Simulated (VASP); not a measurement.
In:

```
In
1.0
    -1.62547    1.62547    2.47370
     1.62547   -1.62547    2.47370
     1.62547    1.62547   -2.47370
In
1
Direct
  0.00000 0.00000 0.00000
```

- Program: VASP 6.6.1
- Task: relaxation of cell and atoms
- Functional: PBEsol
- Dispersion: D4
- Potentials or basis: VASP PAW PBE potentials, release 64 (In_d)
- Cutoff: 600 eV
- k mesh: 11 × 11 × 11
- Occupations: fermi-dirac, width 0.05 eV
- Spin: no spin polarisation

At the start: pressure -2.2 GPa; volume 26.14 Å³/atom.

**Question.** How do energy, volume and symmetry change on relaxing?

**Answer.** Over 13 steps the energy falls by 11.2 meV/atom and the volume is 24.84 Å³/atom (-5.0 %); space group I4/mmm (No. 139, to 0.05 Å).

Step by step:
| step | energy change (eV) | largest force (eV/Å) | pressure (GPa) | volume (Å³) |
| --- | --- | --- | --- | --- |
| 1 | 0.0000 | 0.0000 | -2.16 | 26.14 |
| 2 | -0.0094 | 0.0000 | 0.08 | 24.83 |
| 3 | -0.0094 | 0.0000 | 0.00 | 24.85 |
| 4 | -0.0098 | 0.0000 | -0.01 | 24.84 |
| 5 | -0.0111 | 0.0000 | 0.04 | 24.80 |
| 6 | -0.0105 | 0.0000 | 0.29 | 24.72 |
| 7 | -0.0106 | 0.0000 | 0.23 | 24.74 |
| 8 | -0.0111 | 0.0000 | 0.15 | 24.77 |
| 9 | -0.0112 | 0.0000 | 0.12 | 24.79 |
| 10 | -0.0112 | 0.0000 | 0.14 | 24.79 |
| 11 | -0.0112 | 0.0000 | 0.10 | 24.79 |
| 12 | -0.0112 | 0.0000 | -0.13 | 24.89 |
| 13 | -0.0112 | 0.0000 | -0.02 | 24.84 |

Final structure:
```yaml
crystal:
  lattice:
    - [-1.61559, 1.61559, 2.37871]
    - [1.61559, -1.61559, 2.37871]
    - [1.61559, 1.61559, -2.37871]
  atoms:
    - { symbol: In, position: [0.00000, 0.00000, 0.00000] }
```

Caveat: the PAW data sets were made with another functional, which shifts forces and pressure a little; pairwise dispersion overbinds metals, which lowers pressure and volume.
